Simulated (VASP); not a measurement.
# CaO (Fm-3m) in VASP: further runs, part 2 of 2

VASP 6.6.1.

### Step 3. G0W0 quasiparticle levels, PBE

Contents of POSCAR:

```
CaO
1.0
    0.0000000000      2.3975473907      2.3975473907
    2.3975473907      0.0000000000      2.3975473907
    2.3975473907      2.3975473907      0.0000000000
Ca O
1 1
Direct
    0.0000000000      0.0000000000      0.0000000000
    0.5000000000      0.5000000000      0.5000000000
```

Contents of INCAR.step1:

```
SYSTEM = CaO
PREC = Accurate
ENCUT = 500
EDIFF = 1E-8
ISMEAR = 0
SIGMA = 0.01
LREAL = .FALSE.
LASPH = .TRUE.
NELM = 60
ALGO = Normal
LWAVE = .TRUE.
LCHARG = .FALSE.
GGA = PE
```

Contents of INCAR.step2:

```
SYSTEM = CaO
PREC = Accurate
ENCUT = 500
EDIFF = 1E-8
ISMEAR = 0
SIGMA = 0.01
LREAL = .FALSE.
LASPH = .TRUE.
NELM = 1
ALGO = Exact
LWAVE = .TRUE.
LCHARG = .FALSE.
GGA = PE
NBANDS = 52
LOPTICS = .TRUE.
ISTART = 1
```

Contents of INCAR.step3:

```
SYSTEM = CaO
PREC = Accurate
ENCUT = 500
EDIFF = 1E-8
ISMEAR = 0
SIGMA = 0.01
LREAL = .FALSE.
LASPH = .TRUE.
ALGO = EVGW0
LWAVE = .FALSE.
LCHARG = .FALSE.
GGA = PE
NELMGW = 1
NBANDS = 52
ENCUTGW = 80.0
NOMEGA = 96
PRECFOCK = Fast
ISTART = 1
NBANDSGW = 16
OMEGAMAX = 20
```

Contents of KPOINTS:

```
regular mesh
0
G
  8 8 8
  0 0 0
```

Potentials or basis: VASP PAW PBE potentials, release 64 (Ca_sv_GW, O_GW).

The run is started by

```
cat potpaw_PBE.64/Ca_sv_GW/POTCAR potpaw_PBE.64/O_GW/POTCAR > POTCAR
cp INCAR.step1 INCAR
mpirun -np 1 vasp_std > vasp.out
cp INCAR.step2 INCAR
mpirun -np 1 vasp_std > vasp.out
cp INCAR.step3 INCAR
mpirun -np 1 vasp_std > vasp.out
```

OUTCAR:

```text
SYSTEM = CaO
   PREC = Accurate
   ENCUT = 500
   EDIFF = 1E-8
   ISMEAR = 0
   LREAL = .FALSE.
   LASPH = .TRUE.
   GGA = PE
   NELMGW = 1
   ENCUTGW = 80.0
   PRECFOCK = Fast
   ISTART = 1

 ion  position               nearest neighbor table
   1  0.000  0.000  0.000-   2 2.40   2 2.40   2 2.40   2 2.40   2 2.40   2 2.40
   2  0.500  0.500  0.500-   1 2.40   1 2.40   1 2.40   1 2.40   1 2.40   1 2.40

  LATTYP: Found a face centered cubic cell.
 ALAT       =     4.7950947814

  Lattice vectors:

 A1 = (   0.0000000000,   2.3975473907,   2.3975473907)
 A2 = (   2.3975473907,   0.0000000000,   2.3975473907)
 A3 = (   2.3975473907,   2.3975473907,   0.0000000000)

Analysis of symmetry for initial positions (statically):
=====================================================================
 Subroutine PRICEL returns:
 Original cell was already a primitive cell.

 Routine SETGRP: Setting up the symmetry group for a
 face centered cubic supercell.

 Subroutine GETGRP returns: Found 48 space group operations
 (whereof 48 operations were pure point group operations)
 out of a pool of 48 trial point group operations.

The static configuration has the point symmetry O_h .

Analysis of symmetry for dynamics (positions and initial velocities):
=====================================================================
 Subroutine PRICEL returns:
 Original cell was already a primitive cell.

 Routine SETGRP: Setting up the symmetry group for a
 face centered cubic supercell.

 Subroutine GETGRP returns: Found 48 space group operations
 (whereof 48 operations were pure point group operations)
 out of a pool of 48 trial point group operations.

[... 94 lines left out ...]
   ISPIN  =      1    spin polarized calculation?
   LNONCOLLINEAR =      F non collinear calculations
   LSORBIT =      F    spin-orbit coupling
   LASPH  =      T    aspherical Exc in radial PAW
   ENCUT  =  500.0 eV  36.75 Ry    6.06 a.u.   6.18  6.18  6.18*2*pi/ulx,y,z
   NELM   =     60;   NELMIN=  2; NELMDL=  0     # of ELM steps
   EDIFF  = 0.1E-07   stopping-criterion for ELM
   LREAL  =      F    real-space projection
   EDIFFG = 0.1E-06   stopping-criterion for IOM
   NSW    =      0    number of steps for IOM
   IBRION =     -1    ionic relax: 0-MD 1-quasi-New 2-CG
   NFREE  =      0    steps in history (QN), initial steepest desc. (CG)
   ISIF   =      0    stress and relaxation
   ISYM   =      3    0-nonsym 1-usesym 2-fastsym
   POTIM  = 0.5000    time-step for ionic-motion
   TEBEG  =    0.0;   TEEND  =   0.0 temperature during run
   PSTRESS=    0.0 pullay stress
   NELECT =      16.0000    total number of electrons
   NUPDOWN=      -1.0000    fix difference up-down
   EMIN   =  10.00;   EMAX   =-10.00  energy-range for DOS
   EFERMI =   0.00;   METHOD = LEGACY
   ISMEAR =     0;   SIGMA  =   0.01  broadening in eV -4-tet -1-fermi 0-gaus
   EFERMI_NEDOS =   21; number of points for ismear=-14 and -15
   IALGO  =     38    algorithm
   IMIX   =      4    mixing-type and parameters
     AMIX     =   0.40;   BMIX     =  1.00
     AMIX_MAG =   1.60;   BMIX_MAG =  1.00
  volume/ion in A,a.u.               =      13.78        93.00
  Fermi-wavevector in a.u.,A,eV,Ry     =   1.365644  2.580694 25.374656  1.864985
  Thomas-Fermi vector in A             =   2.491855
   LORBIT       =      0    0 simple, 1 ext, 2 COOP (PROOUT), +10 PAW based schemes
   GGA     = PE    functional components
   LHFCALC =     T    Hartree Fock is set to
   PRECFOCK=fast      Normal, Fast or Accurate (Low or Medium for compatibility)
   ENCUT4O =  -1.0   cutoff for four orbital integrals eV
   NKREDX  =     1    reduce k-point grid by
   NKREDY  =     1    reduce k-point grid by
   NKREDZ  =     1    reduce k-point grid by
   AEXX    =    1.0000 exact exchange contribution
   HFSCREEN=    0.0000 screening length (either q_TF or 0.3 A-1)
   HFSCREENC=   0.0000 screening length for correlation (either q_TF or 0.3 A-1)
   ENCUTFOCK=  -1.0 apply spherical cutoff to Coloumb kernel
   IVDW    =     0    specifies the selected vdW correction
   LEPSILON=     F    determine dielectric tensor
   LRPA    =     F    only Hartree local field effects (RPA)
   LRPAFORCE           =     F    calculate RPA forces
   ENCUTGW             =  80.0    cutoff for response function in eV
   ENCUTGWSOFT         =  64.0    soft cutoff for Coulomb kernel in GW response function in eV
   ENCUTLF             =  -1.0    cutoff for local field effects
   NELMGW              =     1    number of iterations in solving QP/BSE equation
   NELMHF              =     1    number of iterations in the inner HF iteration
   NKREDLFX            =     1    NKREDLFY  =   1   NKREDLFZ  =   1
 non-spin polarized calculation
 Gauss-broadening in eV      SIGMA  =   0.01
  energy-cutoff  :      500.00
  volume of cell :       27.56
 maximum number of plane-waves:       725
 NGX is ok and might be reduce to    28
  NGX = 16; NGY = 16; NGZ = 16
   NGX = 13   NGY = 13   NGZ = 13
 maximum number of plane-waves:        59
 NGX is ok and might be reduce to    14

 QP shifts <psi_nk| G(iteration)W_0 |psi_nk>: iteration 1
 for sc-GW calculations column KS-energies equals QP-energies in previous step
 and V_xc(KS)=  KS-energies - (<T + V_ion + V_H > + <T+V_H+V_ion>^1  + <V_x>^1)

 k-point   1 :       0.0000    0.0000    0.0000
  band No.  KS-energies  QP-energies   sigma(KS)   V_xc(KS)     V^pw_x(r,r')   Z            occupation Imag(sigma)

      1     -32.9286     -35.0749     -23.9956     -20.6284     -34.4111       0.6374       2.0000       0.5409
      2     -13.6890     -15.8805     -23.0187     -20.1615     -28.1103       0.7670       2.0000       0.1662
      3     -13.6890     -15.8805     -23.0187     -20.1615     -28.1103       0.7670       2.0000       0.1662
      4     -13.6890     -15.8805     -23.0187     -20.1615     -28.1103       0.7670       2.0000       0.1662
      5     -10.8627     -12.6195     -21.9751     -19.2166     -30.6900       0.6368       2.0000       0.6085
      6       4.6728       4.0157     -20.0357     -19.1695     -24.4376       0.7586       2.0000       0.0629
[... 456 lines left out ...]
      3     -13.9322     -16.1276     -22.7468     -19.8536     -27.8764       0.7588       2.0000       0.1869
      4     -13.8164     -15.9914     -22.8702     -20.0047     -27.9906       0.7590       2.0000       0.1597
      5      -9.9356     -11.7684     -23.1454     -20.3506     -31.0111       0.6558       2.0000       0.4906
      6       2.6205       1.6036     -17.4868     -16.1183     -21.7750       0.7431       2.0000       0.0868
[... 8 lines left out ...]
     15      18.6489      20.3408     -12.0317     -14.2410      -6.7303       0.7658       0.0000      -0.3092
     16      20.5207      21.9257     -10.2460     -12.0131      -5.0180       0.7951       0.0000      -0.4334

 [... further k-points ...]
```

OUTCAR.step1:

```text
SYSTEM = CaO
   PREC = Accurate
   ENCUT = 500
   EDIFF = 1E-8
   ISMEAR = 0
   LREAL = .FALSE.
   LASPH = .TRUE.
[... 581 lines left out ...]
      0.00000      0.00000      0.00000        -0.000000      0.000000     -0.000000
      2.39755      2.39755      2.39755         0.000000     -0.000000      0.000000
 -----------------------------------------------------------------------------------
    total drift:                                0.000000      0.000000      0.000000

  FREE ENERGIE OF THE ION-ELECTRON SYSTEM (eV)
  ---------------------------------------------------
  free  energy   TOTEN  =       -17.7804692066 eV

  energy  without entropy=      -17.7804692066  energy(sigma->0) =      -17.78046921
```

OUTCAR.step2:

```text
SYSTEM = CaO
   PREC = Accurate
   ENCUT = 500
   EDIFF = 1E-8
[... 1110 lines left out ...]
  --------------------------------------------------------------------------------------------------------------
     0.00000     3.90588     3.90588     3.90588     0.00000     0.00000    -0.00000
     1.29029     3.98656     3.98656     3.98656     0.00000     0.00000    -0.00000
     2.58059     4.28949     4.28949     4.28949     0.00000     0.00000    -0.00000
     3.87088     5.40578     5.40578     5.40578     0.00000     0.00000    -0.00000
     5.16117     5.34817     5.34817     5.34817    -0.00000    -0.00000     0.00000
     6.45146     4.49198     4.49198     4.49198     0.00000    -0.00000     0.00000
[... 92 lines left out ...]
   126.44870     0.95767     0.95767     0.95767     0.00000     0.00000    -0.00000
   127.73899     0.95862     0.95862     0.95862     0.00000     0.00000    -0.00000
```

Wall time 18 min (1 thread of Intel Xeon Platinum 8488C (Sapphire Rapids), shared host); peak memory 0.73 GiB.

What came out:

```
Quasiparticle gap                                   : 5.72 eV
Least direct quasiparticle gap                      : 6.12 eV
Band gap of the starting levels on the mesh         : 3.66 eV
Least direct gap of the starting levels on the mesh : 4.03 eV
```

Caveat: bands, screening cutoff and mesh are small and nothing is extrapolated, so the quasiparticle values aren't converged.
